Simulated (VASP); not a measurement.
HfB2 (t.b), 3 atoms in the cell. It takes space group P6/mmm (No. 191, hexagonal). The conventional cell has a = 3.130 Å, b = 3.130 Å, c = 3.460 Å, α = 90.00°, β = 90.00°, γ = 120.00°. Within 3.3 Å of Hf (site symmetry 6/mmm) lie 12 B at 2.50 Å and 6 Hf at 3.13 Å. Within 2.4 Å of B (site symmetry -6m2) lie 3 B at 1.81 Å. 

| Property | Result |
| --- | --- |
| Program | VASP 6.6.1 |
| Task | single point |
| Functional | PBE |
| Potentials or basis | VASP PAW PBE potentials, release 64 (Hf_pv, B) |
| Cutoff | 500 eV |
| k mesh | 6 × 6 × 6 |
| Occupations | gaussian, width 0.1 eV |
| Spin | no spin polarisation |
| Dipole correction | no |
| Further INCAR settings | ALGO = Normal; EDIFF = 1e-06; NBANDS = 15 |

Potentials or basis: VASP PAW PBE potentials, release 64 (Hf_pv, B).

Run with:

```console
$ cat potpaw_PBE.64/Hf_pv/POTCAR potpaw_PBE.64/B/POTCAR > POTCAR
$ mpirun -np 1 vasp_std > vasp.out
```

Hardware: 1 thread of Intel Xeon 8259CL, on a shared host.

Estimate the wall time of this run.

Run time: 20 s on 1 thread of Intel Xeon 8259CL, on a shared host, peak memory 0.15 GiB. Counts: scf iterations 13, k points 28.
